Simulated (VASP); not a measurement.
# FeGe (P2_13) in VASP: single point with LDA

Aim: the single point of FeGe with LDA.

Everything below comes from runs of VASP 6.6.1. Logs are shortened: lines on timing, memory, paths and dates and some standing lists are left out, and cuts for length are marked.

## 1. The cell of the first run

It takes space group P2_13 (No. 198, cubic). The conventional cell has a = 4.663 Å, b = 4.663 Å, c = 4.663 Å, α = 90.00°, β = 90.00°, γ = 90.00°. Ge (site symmetry 3) has 7 Fe at 2.37 to 2.63 Å and 6 Ge at 2.89 Å within 3.1 Å. Within 3.1 Å of Fe (site symmetry 3) lie 7 Ge at 2.37 to 2.63 Å and 6 Fe at 2.86 Å.

## 2. Single point, LDA

The input, INCAR:

```
  PREC = Accurate
  ENCUT = 690
  EDIFF = 1E-6
  ISMEAR = 0
  SIGMA = 0.0321
  LREAL = F
  LASPH = T
  NELM = 120
  ALGO = Normal
  ISIF = 2
  LWAVE = F
  LCHARG = F
  NBANDS = 70
  GGA_COMPAT = F
```

The input, KPOINTS:

```
Automatic mesh
0
Gamma
  4 4 4
```

The input, POSCAR:

```
FeGe
1.0
    4.6634920000      0.0000000000      0.0000000000
    0.0000000000      4.6634920000      0.0000000000
    0.0000000000      0.0000000000      4.6634920000
Ge Fe
4 4
Direct
    0.8420000000      0.8420000000      0.8420000000
    0.6580000000      0.1580000000      0.3420000000
    0.3420000000      0.6580000000      0.1580000000
    0.1580000000      0.3420000000      0.6580000000
    0.1350000000      0.1350000000      0.1350000000
    0.3650000000      0.8650000000      0.6350000000
    0.6350000000      0.3650000000      0.8650000000
    0.8650000000      0.6350000000      0.3650000000
```

Potentials or basis: VASP PAW LDA potentials, release 64 (Ge_d, Fe_sv).

Started as:

```sh
$ cat potpaw_LDA.64/Ge_d/POTCAR potpaw_LDA.64/Fe_sv/POTCAR > POTCAR
$ mpirun -np 1 vasp_std > vasp.out
```

OUTCAR:

```text
PREC = Accurate
   ENCUT = 690
   EDIFF = 1E-6
   ISMEAR = 0
   LREAL = F
   LASPH = T
   NELM = 120
   ISIF = 2

 ion  position               nearest neighbor table
   1  0.842  0.842  0.842-   5 2.37   6 2.43   7 2.43   8 2.43   7 2.63   8 2.63   6 2.63   3 2.89
                             4 2.89   2 2.89   2 2.89   4 2.89   3 2.89
   2  0.658  0.158  0.342-   6 2.37   5 2.43   7 2.43   8 2.43   7 2.63   8 2.63   5 2.63   1 2.89
                             1 2.89   3 2.89   3 2.89   4 2.89   4 2.89
   3  0.342  0.658  0.158-   7 2.37   6 2.43   5 2.43   8 2.43   8 2.63   6 2.63   5 2.63   1 2.89
                             4 2.89   2 2.89   2 2.89   4 2.89   1 2.89
   4  0.158  0.342  0.658-   8 2.37   6 2.43   7 2.43   5 2.43   6 2.63   5 2.63   7 2.63   1 2.89
                             3 2.89   2 2.89   1 2.89   2 2.89   3 2.89
   5  0.135  0.135  0.135-   1 2.37   2 2.43   3 2.43   4 2.43   3 2.63   4 2.63   2 2.63
   6  0.365  0.865  0.635-   2 2.37   1 2.43   3 2.43   4 2.43   3 2.63   4 2.63   1 2.63
   7  0.635  0.365  0.865-   3 2.37   2 2.43   1 2.43   4 2.43   4 2.63   2 2.63   1 2.63
   8  0.865  0.635  0.365-   4 2.37   2 2.43   3 2.43   1 2.43   2 2.63   1 2.63   3 2.63

  LATTYP: Found a simple cubic cell.
 ALAT       =     4.6634920000

  Lattice vectors:

 A1 = (   4.6634920000,   0.0000000000,   0.0000000000)
 A2 = (   0.0000000000,   4.6634920000,   0.0000000000)
 A3 = (   0.0000000000,   0.0000000000,   4.6634920000)

Analysis of symmetry for initial positions (statically):
=====================================================================
 Subroutine PRICEL returns:
 Original cell was already a primitive cell.

 Routine SETGRP: Setting up the symmetry group for a
 simple cubic supercell.

 Subroutine GETGRP returns: Found 12 space group operations
 (whereof  3 operations were pure point group operations)
 out of a pool of 48 trial point group operations.

The static configuration has the point symmetry C_3 .
 The point group associated with its full space group is T   .

Analysis of symmetry for dynamics (positions and initial velocities):
=====================================================================
 Subroutine PRICEL returns:
 Original cell was already a primitive cell.

 Routine SETGRP: Setting up the symmetry group for a
 simple cubic supercell.

 Subroutine GETGRP returns: Found 12 space group operations
 (whereof  3 operations were pure point group operations)
 out of a pool of 48 trial point group operations.

The dynamic configuration has the point symmetry C_3 .
 The point group associated with its full space group is T   .

 Subroutine INISYM returns: Found 12 space group operations
 (whereof  3 operations are pure point group operations),
 and found     1 'primitive' translations

----------------------------------------------------------------------------------------

                                     Primitive cell

  volume of cell :     101.4224

  direct lattice vectors                    reciprocal lattice vectors
     4.663492000  0.000000000  0.000000000     0.214431589  0.000000000  0.000000000
     0.000000000  4.663492000  0.000000000     0.000000000  0.214431589  0.000000000
     0.000000000  0.000000000  4.663492000     0.000000000  0.000000000  0.214431589

  length of vectors
     4.663492000  4.663492000  4.663492000     0.214431589  0.214431589  0.214431589

  position of ions in fractional coordinates (direct lattice)
     0.842000000  0.842000000  0.842000000
     0.658000000  0.158000000  0.342000000
     0.342000000  0.658000000  0.158000000
     0.158000000  0.342000000  0.658000000
     0.135000000  0.135000000  0.135000000
     0.365000000  0.865000000  0.635000000
     0.635000000  0.365000000  0.865000000
     0.865000000  0.635000000  0.365000000

  ion indices of the primitive-cell ions
   primitive index   ion index
                 1           1
                 2           2
                 3           3
                 4           4
                 5           5
                 6           6
                 7           7
                 8           8

----------------------------------------------------------------------------------------

 KPOINTS: Automatic mesh

Automatic generation of k-mesh.
 Grid dimensions read from file:
 generate k-points for:    4    4    4

 Generating k-lattice:

  Cartesian coordinates                     Fractional coordinates (reciprocal lattice)
     0.053607897  0.000000000  0.000000000     0.250000000  0.000000000  0.000000000
     0.000000000  0.053607897  0.000000000     0.000000000  0.250000000  0.000000000
     0.000000000  0.000000000  0.053607897     0.000000000  0.000000000  0.250000000

  Length of vectors
     0.053607897  0.053607897  0.053607897

  Shift w.r.t. Gamma in fractional coordinates (k-lattice)
     0.000000000  0.000000000  0.000000000

 Subroutine IBZKPT returns following result:
 ===========================================

 Found     11 irreducible k-points:

 Following reciprocal coordinates:
            Coordinates               Weight
  0.000000  0.000000  0.000000      1.000000
  0.250000  0.000000  0.000000      6.000000
  0.500000  0.000000  0.000000      3.000000
  0.250000  0.250000  0.000000     12.000000
  0.500000  0.250000  0.000000      6.000000
 -0.250000  0.500000  0.000000      6.000000
  0.500000  0.500000  0.000000      3.000000
  0.250000  0.250000  0.250000      8.000000
  0.500000  0.250000  0.250000     12.000000
  0.500000  0.500000  0.250000      6.000000
  0.500000  0.500000  0.500000      1.000000
   k-points           NKPTS =     11   k-points in BZ     NKDIM =     11   number of bands    NBANDS=     70
   number of dos      NEDOS =    301   number of ions     NIONS =      8
   total plane-waves  NPLWV =  64000
   dimension x,y,z NGX =    40 NGY =   40 NGZ =   40
   dimension x,y,z NGXF=    80 NGYF=   80 NGZF=   80
   ions per type =               4   4
   NGX,Y,Z   is equivalent  to a cutoff of  14.26, 14.26, 14.26 a.u.
   NGXF,Y,Z  is equivalent  to a cutoff of  28.52, 28.52, 28.52 a.u.
 SYSTEM =  unknown system
   PREC   = accura    normal or accurate (medium, high low for compatibility)
   ISTART =      0    job   : 0-new  1-cont  2-samecut
   ICHARG =      2    charge: 1-file 2-atom 10-const
   ISPIN  =      1    spin polarized calculation?
   LNONCOLLINEAR =      F non collinear calculations
   LSORBIT =      F    spin-orbit coupling
   LASPH  =      T    aspherical Exc in radial PAW
   ENCUT  =  690.0 eV  50.71 Ry    7.12 a.u.   9.99  9.99  9.99*2*pi/ulx,y,z
   NELM   =    120;   NELMIN=  2; NELMDL= -5     # of ELM steps
   EDIFF  = 0.1E-05   stopping-criterion for ELM
   LREAL  =      F    real-space projection
   EDIFFG = 0.1E-04   stopping-criterion for IOM
   NSW    =      0    number of steps for IOM
   IBRION =     -1    ionic relax: 0-MD 1-quasi-New 2-CG
   NFREE  =      0    steps in history (QN), initial steepest desc. (CG)
   ISIF   =      2    stress and relaxation
   ISYM   =      2    0-nonsym 1-usesym 2-fastsym
   POTIM  = 0.5000    time-step for ionic-motion
   TEBEG  =    0.0;   TEEND  =   0.0 temperature during run
   PSTRESS=    0.0 pullay stress
   NELECT =     120.0000    total number of electrons
   NUPDOWN=      -1.0000    fix difference up-down
   EMIN   =  10.00;   EMAX   =-10.00  energy-range for DOS
   EFERMI =   0.00;   METHOD = LEGACY
   ISMEAR =     0;   SIGMA  =   0.03  broadening in eV -4-tet -1-fermi 0-gaus
   EFERMI_NEDOS =   21; number of points for ismear=-14 and -15
   IALGO  =     38    algorithm
   IMIX   =      4    mixing-type and parameters
     AMIX     =   0.40;   BMIX     =  1.00
     AMIX_MAG =   1.60;   BMIX_MAG =  1.00
  volume/ion in A,a.u.               =      12.68        85.55
  Fermi-wavevector in a.u.,A,eV,Ry     =   1.731506  3.272072 40.791806  2.998113
  Thomas-Fermi vector in A             =   2.805859
   LORBIT       =      0    0 simple, 1 ext, 2 COOP (PROOUT), +10 PAW based schemes
   GGA     = CA    functional components
   LHFCALC =     F    Hartree Fock is set to
   AEXX    =    0.0000 exact exchange contribution
   IVDW    =     0    specifies the selected vdW correction
   LEPSILON=     F    determine dielectric tensor
   LRPA    =     F    only Hartree local field effects (RPA)
 non-spin polarized calculation
 Gauss-broadening in eV      SIGMA  =   0.03
  energy-cutoff  :      690.00
  volume of cell :      101.42
 maximum number of plane-waves:      4224
   NGX = 19   NGY = 19   NGZ = 19

 number of electron     120.0000029 magnetization

 Free energy of the ion-electron system (eV)
  ---------------------------------------------------
  ext. energy  EPLUGINS =         0.00000000
  ---------------------------------------------------
  free energy    TOTEN  =       -59.69351600 eV

  energy without entropy =      -59.69243963  energy(sigma->0) =      -59.69297781

 E-fermi :  10.5492     XC(G=0): -13.5756

 val. band max:       10.5013033834   @ k =   0.2500   0.0000   0.0000
 cond. band min:      10.5950325191   @ k =   0.2500   0.2500   0.0000
 fundamental gap:      0.0937291358
 Fermi energy:        10.5492023117

 k-point     1 :       0.0000    0.0000    0.0000
  band No.  band energies     occupation
      1     -75.0743      2.00000
      2     -75.0636      2.00000
      3     -75.0636      2.00000
      4     -75.0636      2.00000
      5     -41.8945      2.00000
      6     -41.8945      2.00000
[... 62 lines left out ...]
     69      14.4352      0.00000
     70      14.4352      0.00000

 k-point     2 :       0.2500    0.0000    0.0000
  band No.  band energies     occupation
      1     -75.0731      2.00000
      2     -75.0664      2.00000
      3     -75.0632      2.00000
      4     -75.0623      2.00000
      5     -41.8995      2.00000
      6     -41.8961      2.00000
[... 649 lines left out ...]
 k-point    11 :       0.5000    0.5000    0.5000
  band No.  band energies     occupation
      1     -75.0663      2.00000
      2     -75.0663      2.00000
      3     -75.0663      2.00000
      4     -75.0663      2.00000
      5     -41.8860      2.00000
      6     -41.8860      2.00000
[... 62 lines left out ...]
     69      16.1721      0.00000
     70      16.1721      0.00000

------------------------ aborting loop because EDIFF is reached ----------------------------------------

  FORCE on cell =-STRESS in cart. coord.  units (eV):
  Direction    XX          YY          ZZ          XY          YZ          ZX
  --------------------------------------------------------------------------------------
  -------------------------------------------------------------------------------------
  Total       -9.9743448     -9.9743448     -9.9743448     -0.0000000      0.0000000      0.0000000
  in kB     -157.5655438   -157.5655438   -157.5655438     -0.0000000      0.0000000      0.0000000
  external PRESSURE =    -157.5655438 kB  Pullay stress =       0.0000000 kB

 VOLUME and BASIS-vectors are now :
 -----------------------------------------------------------------------------
  energy-cutoff  :      690.00
  volume of cell :      101.42
      direct lattice vectors                 reciprocal lattice vectors
     4.663492000  0.000000000  0.000000000     0.214431589  0.000000000  0.000000000
     0.000000000  4.663492000  0.000000000     0.000000000  0.214431589  0.000000000
     0.000000000  0.000000000  4.663492000     0.000000000  0.000000000  0.214431589

 POSITION                                       TOTAL-FORCE (eV/Angst)
 -----------------------------------------------------------------------------------
      3.92666      3.92666      3.92666        -0.265857     -0.265857     -0.265857
      3.06858      0.73683      1.59491         0.265857      0.265857     -0.265857
      1.59491      3.06858      0.73683        -0.265857      0.265857      0.265857
      0.73683      1.59491      3.06858         0.265857     -0.265857      0.265857
      0.62957      0.62957      0.62957        -0.171981     -0.171981     -0.171981
      1.70217      4.03392      2.96132         0.171981      0.171981     -0.171981
      2.96132      1.70217      4.03392        -0.171981      0.171981      0.171981
      4.03392      2.96132      1.70217         0.171981     -0.171981      0.171981
 -----------------------------------------------------------------------------------
    total drift:                               -0.000000      0.000000      0.000000

  FREE ENERGIE OF THE ION-ELECTRON SYSTEM (eV)
  ---------------------------------------------------
  free  energy   TOTEN  =       -59.6935159957 eV

  energy  without entropy=      -59.6924396309  energy(sigma->0) =      -59.69297781
```

Run time: 98 s. Hardware: 1 thread of Intel Xeon Platinum 8259CL at 2.50GHz (Skylake/Cascade Lake), shared host; peak memory 0.24 GiB.

What came out:

```
Free energy            : -59.6935 eV
Pressure               : -15.8 GPa
Largest force          : 0.460 eV/Å
Band gap on the k mesh : 0.09 eV (least direct gap 0.10 eV)
```

Forces in eV/Å, atoms in the order of the input:
```
Ge  -0.266 -0.266 -0.266
Ge   0.266  0.266 -0.266
Ge  -0.266  0.266  0.266
Ge   0.266 -0.266  0.266
Fe  -0.172 -0.172 -0.172
Fe   0.172  0.172 -0.172
Fe  -0.172  0.172  0.172
Fe   0.172 -0.172  0.172
```

Caveat: the cell stands under tension.
